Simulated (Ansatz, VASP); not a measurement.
## La in VASP and in Ansatz

```
CELL_PARAMETERS angstrom
0.00000 2.61653 2.61653
2.61653 0.00000 2.61653
2.61653 2.61653 0.00000
ATOMIC_POSITIONS crystal
La 0.00000 0.00000 0.00000
```

Alike in both runs: task single point; functional PBE; k mesh 12 × 12 × 12; occupations fermi-dirac, width 0.1 eV; no spin polarisation.

|  | VASP | Ansatz |
| --- | --- | --- |
| version | VASP 6.6.1 | Ansatz 0.2.0 |
| potentials or method | VASP PAW PBE potentials, release 64 (La), cutoff 500 eV | plane waves (420 eV) with PAW, scalar-relativistic |
| valence electrons in the cell | 11 | 11 |

```csv
,VASP,Ansatz,Ansatz less VASP
pressure (GPa),0.8,0.8,-0.06
```

With one functional, cell and mesh, what is left measures potentials, basis and numerics.

Spin-orbit coupling is off throughout.
